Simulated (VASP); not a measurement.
# Be (Pm-3m) in VASP: settings compared

Be is run at these levels: PBE, HSE06; tasks: single point.

Everything below comes from runs of VASP 6.6.1. Logs are shortened: lines on timing, memory, paths and dates and some standing lists are left out, and cuts for length are marked.

### Step 1. The cell of the first run

The structure is cubic, space group Pm-3m (No. 221). The conventional cell has a = 2.173 Å, b = 2.173 Å, c = 2.173 Å, α = 90.00°, β = 90.00°, γ = 90.00°. Within 2.9 Å of Be (site symmetry m-3m) lie 6 Be at 2.17 Å.

This isn't the form of Be at room conditions, which is hcp.

### Step 2. Single point, PBE

Input file INCAR:

```
SYSTEM = Be
PREC     = Accurate       ! precision mode
ENCUT    = 520            ! plane-wave cutoff, eV
EDIFF    = 1E-7           ! SCF threshold, eV
ISMEAR   = -1             ! smearing method
SIGMA    = 0.1            ! smearing width, eV
LREAL    = .False.        ! projectors in reciprocal space
LASPH    = .True.         ! aspherical terms in the spheres
NELM     = 60             ! most SCF steps
ALGO     = Normal         ! electronic algorithm
ISIF     = 2              ! what is computed and relaxed
LWAVE    = .False.        ! write WAVECAR
LCHARG   = .False.        ! write CHGCAR
GGA      = PE             ! functional
NBANDS   = 7              ! bands
```

Input file KPOINTS:

```
Automatic mesh
0
Gamma
  7 7 7
  0 0 0
```

Input file POSCAR:

```
Be
1.0
    2.1728641133      0.0000000000      0.0000000000
    0.0000000000      2.1728641133      0.0000000000
    0.0000000000      0.0000000000      2.1728641133
Be
1
Direct
    0.0000000000      0.0000000000      0.0000000000
```

Potentials or basis: VASP PAW PBE potentials, release 64 (Be).

On the command line:

```bash
$ cat potpaw_PBE.64/Be/POTCAR > POTCAR
$ mpirun -np 1 vasp_std > vasp.out
```

OUTCAR:

```text
SYSTEM = Be
   PREC = Accurate
   ENCUT = 520
   EDIFF = 1E-7
   ISMEAR = -1
   LREAL = .False.
   LASPH = .True.
   NELM = 60
   ISIF = 2
   GGA = PE

 ion  position               nearest neighbor table
   1  0.000  0.000  0.000-

  LATTYP: Found a simple cubic cell.
 ALAT       =     2.1728641133

  Lattice vectors:

 A1 = (   2.1728641133,   0.0000000000,   0.0000000000)
 A2 = (   0.0000000000,   2.1728641133,   0.0000000000)
 A3 = (   0.0000000000,   0.0000000000,   2.1728641133)

Analysis of symmetry for initial positions (statically):
=====================================================================
 Subroutine PRICEL returns:
 Original cell was already a primitive cell.

 Routine SETGRP: Setting up the symmetry group for a
 simple cubic supercell.

 Subroutine GETGRP returns: Found 48 space group operations
 (whereof 48 operations were pure point group operations)
 out of a pool of 48 trial point group operations.

The static configuration has the point symmetry O_h .

Analysis of symmetry for dynamics (positions and initial velocities):
=====================================================================
 Subroutine PRICEL returns:
 Original cell was already a primitive cell.

 Routine SETGRP: Setting up the symmetry group for a
 simple cubic supercell.

 Subroutine GETGRP returns: Found 48 space group operations
 (whereof 48 operations were pure point group operations)
 out of a pool of 48 trial point group operations.

The dynamic configuration has the point symmetry O_h .

 Subroutine INISYM returns: Found 48 space group operations
 (whereof 48 operations are pure point group operations),
 and found     1 'primitive' translations

----------------------------------------------------------------------------------------

                                     Primitive cell

  volume of cell :      10.2588

  direct lattice vectors                    reciprocal lattice vectors
     2.172864113  0.000000000  0.000000000     0.460222061  0.000000000  0.000000000
     0.000000000  2.172864113  0.000000000     0.000000000  0.460222061  0.000000000
     0.000000000  0.000000000  2.172864113     0.000000000  0.000000000  0.460222061

  length of vectors
     2.172864113  2.172864113  2.172864113     0.460222061  0.460222061  0.460222061

  position of ions in fractional coordinates (direct lattice)
     0.000000000  0.000000000  0.000000000

  ion indices of the primitive-cell ions
   primitive index   ion index
                 1           1

----------------------------------------------------------------------------------------

 KPOINTS: Automatic mesh

Automatic generation of k-mesh.
 Grid dimensions read from file:
 generate k-points for:    7    7    7

 Generating k-lattice:

  Cartesian coordinates                     Fractional coordinates (reciprocal lattice)
     0.065746009  0.000000000  0.000000000     0.142857143  0.000000000  0.000000000
     0.000000000  0.065746009  0.000000000     0.000000000  0.142857143  0.000000000
     0.000000000  0.000000000  0.065746009     0.000000000  0.000000000  0.142857143

  Length of vectors
     0.065746009  0.065746009  0.065746009

  Shift w.r.t. Gamma in fractional coordinates (k-lattice)
     0.000000000  0.000000000  0.000000000

 Subroutine IBZKPT returns following result:
 ===========================================

 Found     20 irreducible k-points:

 Following reciprocal coordinates:
            Coordinates               Weight
  0.000000  0.000000  0.000000      1.000000
  0.142857  0.000000  0.000000      6.000000
  0.285714  0.000000  0.000000      6.000000
  0.428571  0.000000  0.000000      6.000000
  0.142857  0.142857  0.000000     12.000000
  0.285714  0.142857  0.000000     24.000000
[... 12 lines left out ...]
  0.428571  0.428571  0.285714     24.000000
  0.428571  0.428571  0.428571      8.000000
   k-points           NKPTS =     20   k-points in BZ     NKDIM =     20   number of bands    NBANDS=      7
   number of dos      NEDOS =    301   number of ions     NIONS =      1
   total plane-waves  NPLWV =   4096
   dimension x,y,z NGX =    16 NGY =   16 NGZ =   16
   dimension x,y,z NGXF=    32 NGYF=   32 NGZF=   32
   ions per type =               1
   NGX,Y,Z   is equivalent  to a cutoff of  12.24, 12.24, 12.24 a.u.
   NGXF,Y,Z  is equivalent  to a cutoff of  24.48, 24.48, 24.48 a.u.
 SYSTEM =  Be
   PREC   = accura    normal or accurate (medium, high low for compatibility)
   ISTART =      0    job   : 0-new  1-cont  2-samecut
   ICHARG =      2    charge: 1-file 2-atom 10-const
   ISPIN  =      1    spin polarized calculation?
   LNONCOLLINEAR =      F non collinear calculations
   LSORBIT =      F    spin-orbit coupling
   LASPH  =      T    aspherical Exc in radial PAW
   ENCUT  =  520.0 eV  38.22 Ry    6.18 a.u.   4.04  4.04  4.04*2*pi/ulx,y,z
   NELM   =     60;   NELMIN=  2; NELMDL= -5     # of ELM steps
   EDIFF  = 0.1E-06   stopping-criterion for ELM
   LREAL  =      F    real-space projection
   EDIFFG = 0.1E-05   stopping-criterion for IOM
   NSW    =      0    number of steps for IOM
   IBRION =     -1    ionic relax: 0-MD 1-quasi-New 2-CG
   NFREE  =      0    steps in history (QN), initial steepest desc. (CG)
   ISIF   =      2    stress and relaxation
   ISYM   =      2    0-nonsym 1-usesym 2-fastsym
   POTIM  = 0.5000    time-step for ionic-motion
   TEBEG  =    0.0;   TEEND  =   0.0 temperature during run
   PSTRESS=    0.0 pullay stress
   NELECT =       2.0000    total number of electrons
   NUPDOWN=      -1.0000    fix difference up-down
   EMIN   =  10.00;   EMAX   =-10.00  energy-range for DOS
   EFERMI =   0.00;   METHOD = LEGACY
   ISMEAR =    -1;   SIGMA  =   0.10  broadening in eV -4-tet -1-fermi 0-gaus
   EFERMI_NEDOS =   21; number of points for ismear=-14 and -15
   IALGO  =     38    algorithm
   IMIX   =      4    mixing-type and parameters
     AMIX     =   0.40;   BMIX     =  1.00
     AMIX_MAG =   1.60;   BMIX_MAG =  1.00
  volume/ion in A,a.u.               =      10.26        69.23
  Fermi-wavevector in a.u.,A,eV,Ry     =   0.949261  1.793843 12.260159  0.901096
  Thomas-Fermi vector in A             =   2.077527
   LORBIT       =      0    0 simple, 1 ext, 2 COOP (PROOUT), +10 PAW based schemes
   GGA     = PE    functional components
   LHFCALC =     F    Hartree Fock is set to
   AEXX    =    0.0000 exact exchange contribution
   IVDW    =     0    specifies the selected vdW correction
   LEPSILON=     F    determine dielectric tensor
   LRPA    =     F    only Hartree local field effects (RPA)
 non-spin polarized calculation
  energy-cutoff  :      520.00
  volume of cell :       10.26
 maximum number of plane-waves:       289
   NGX =  9   NGY =  9   NGZ =  9

 number of electron       2.0000000 magnetization

 Free energy of the ion-electron system (eV)
  ---------------------------------------------------
  ext. energy  EPLUGINS =         0.00000000
  ---------------------------------------------------
  free energy    TOTEN  =        -2.73279575 eV

  energy without entropy =       -2.71665573  energy(sigma->0) =       -2.72472574

 E-fermi :   4.6497     XC(G=0):  -9.7618

 val. band max:        4.4414706955   @ k =   0.4286   0.4286   0.1429
 cond. band min:       4.7584490083   @ k =   0.4286   0.1429   0.1429
 fundamental gap:      0.3169783127
 Fermi energy:         4.6496757609

 k-point     1 :       0.0000    0.0000    0.0000
  band No.  band energies     occupation
      1      -4.8989      2.00000
      2      18.3202      0.00000
      3      18.3202      0.00000
      4      18.3202      0.00000
      5      23.9868      0.00000
      6      23.9868      0.00000
      7      32.7056      0.00000

 k-point     2 :       0.1429    0.0000    0.0000
  band No.  band energies     occupation
      1      -4.3940      2.00000
      2      13.8314      0.00000
      3      18.8164      0.00000
      4      18.8164      0.00000
      5      24.6057      0.00000
      6      28.9384      0.00000
      7      32.5286      0.00000

 k-point     3 :       0.2857    0.0000    0.0000
  band No.  band energies     occupation
      1      -2.8996      2.00000
      2       8.3538      0.00000
      3      20.1680      0.00000
      4      20.1680      0.00000
      5      26.4211      0.00000
      6      30.3912      0.00000
      7      37.0413      0.00000

 k-point     4 :       0.4286    0.0000    0.0000
  band No.  band energies     occupation
      1      -0.6129      2.00000
      2       4.0157      1.99648
      3      21.6884      0.00000
      4      21.6884      0.00000
      5      29.0642      0.00000
      6      29.6123      0.00000
      7      33.7582      0.00000

 k-point     5 :       0.1429    0.1429    0.0000
  band No.  band energies     occupation
      1      -3.8855      2.00000
      2      13.1488      0.00000
      3      15.8800      0.00000
      4      19.3078      0.00000
      5      27.5913      0.00000
      6      31.3661      0.00000
      7      31.3845      0.00000
[... 121 lines left out ...]
 k-point    18 :       0.4286    0.2857    0.2857
  band No.  band energies     occupation
      1       3.6728      1.99989
      2       7.0696      0.00000
      3      12.4536      0.00000
      4      18.6427      0.00000
      5      21.6764      0.00000
      6      23.1489      0.00000
      7      28.1955      0.00000

 k-point    19 :       0.4286    0.4286    0.2857
  band No.  band energies     occupation
      1       6.0032      0.00000
      2       7.9587      0.00000
      3      11.1158      0.00000
      4      15.6033      0.00000
      5      22.0040      0.00000
      6      23.6884      0.00000
      7      25.1173      0.00000

 k-point    20 :       0.4286    0.4286    0.4286
  band No.  band energies     occupation
      1       8.1922      0.00000
      2      10.0119      0.00000
      3      10.0119      0.00000
      4      17.4537      0.00000
      5      19.1014      0.00000
      6      19.1014      0.00000
      7      24.2784      0.00000

------------------------ aborting loop because EDIFF is reached ----------------------------------------

  FORCE on cell =-STRESS in cart. coord.  units (eV):
  Direction    XX          YY          ZZ          XY          YZ          ZX
  --------------------------------------------------------------------------------------
  -------------------------------------------------------------------------------------
  Total       -0.0050554     -0.0050554     -0.0050554     -0.0000000      0.0000000      0.0000000
  in kB       -0.7895322     -0.7895322     -0.7895322     -0.0000000      0.0000000      0.0000000
  external PRESSURE =      -0.7895322 kB  Pullay stress =       0.0000000 kB

 VOLUME and BASIS-vectors are now :
 -----------------------------------------------------------------------------
  energy-cutoff  :      520.00
  volume of cell :       10.26
      direct lattice vectors                 reciprocal lattice vectors
     2.172864113  0.000000000  0.000000000     0.460222061  0.000000000  0.000000000
     0.000000000  2.172864113  0.000000000     0.000000000  0.460222061  0.000000000
     0.000000000  0.000000000  2.172864113     0.000000000  0.000000000  0.460222061

 POSITION                                       TOTAL-FORCE (eV/Angst)
 -----------------------------------------------------------------------------------
      0.00000      0.00000      0.00000         0.000000      0.000000      0.000000
 -----------------------------------------------------------------------------------
    total drift:                               -0.000000     -0.000000     -0.000000

  FREE ENERGIE OF THE ION-ELECTRON SYSTEM (eV)
  ---------------------------------------------------
  free  energy   TOTEN  =        -2.7327957504 eV

  energy  without entropy=       -2.7166557284  energy(sigma->0) =       -2.72472574
```

Run time: 2.5 s. Hardware: 1 thread of Intel Xeon 8259CL, shared host; peak memory 0.1 GiB.

What came out:

```yaml
Free_energy: -2.7328 eV
Pressure: -0.1 GPa
Band_gap_on_the_k_mesh: zero (bands 1 and 2 overlap by 4.18 eV)
```

Levels at points of the mesh, in eV from the Fermi level:
| k point | band 1 | band 2 | band 3 | band 4 |
| --- | --- | --- | --- | --- |
| (0.00, 0.00, 0.00) | -9.55 | 13.67 | 13.67 | 13.67 |

Caveat: the k points lie up to 0.41 Å⁻¹ apart, too coarse for converged energies and pressures of a metal.

### Step 3. Single point, HSE06

POSCAR is that of step 2.

Input file INCAR.step1:

```
  PREC = Accurate
  ENCUT = 520
  EDIFF = 1E-5
  ISMEAR = -1
  SIGMA = 0.1
  LREAL = F
  LASPH = T
  NELM = 80
  ALGO = Normal
  ISIF = 2
  LWAVE = T
  GGA = PE
  NBANDS = 7
```

Input file INCAR.step2:

```
  PREC = Accurate
  ENCUT = 520
  EDIFF = 1E-6
  ISMEAR = -1
  SIGMA = 0.1
  LREAL = F
  LASPH = T
  NELM = 80
  ALGO = Normal
  ISIF = 2
  LWAVE = F
  LCHARG = T
  GGA = PE
  LHFCALC = T
  HFSCREEN = 0.2079
  PRECFOCK = Normal
  LELF = T
  LVHAR = T
  ISTART = 1
  NBANDS = 7
```

Input file KPOINTS:

```
regular mesh
0
Gamma
  7 7 7
```

Potentials or basis: VASP PAW PBE potentials, release 64 (Be).

On the command line:

```bash
$ cat potpaw_PBE.64/Be/POTCAR > POTCAR
$ cp INCAR.step1 INCAR
$ mpirun -np 1 vasp_std > vasp.out
$ cp INCAR.step2 INCAR
$ mpirun -np 1 vasp_std > vasp.out
```

It took 87 s on 1 thread of Intel Xeon 8259CL, shared host; peak memory 0.21 GiB.

The run converged. Its results:

| Property | Result |
| --- | --- |
| Free energy | -2.6761 eV |
| Pressure | -0.1 GPa |
| Band gap on the k mesh | zero (bands 1 and 2 overlap by 6.04 eV) |

Levels at points of the mesh, in eV from the Fermi level:
```csv
k point,band 1,band 2,band 3,band 4
"(0.00, 0.00, 0.00)",-11.10,14.83,14.83,14.83
```

Caveat: the k points lie up to 0.41 Å⁻¹ apart, too coarse for converged energies and pressures of a metal; the PAW data sets were made with another functional, which shifts forces and pressure a little.
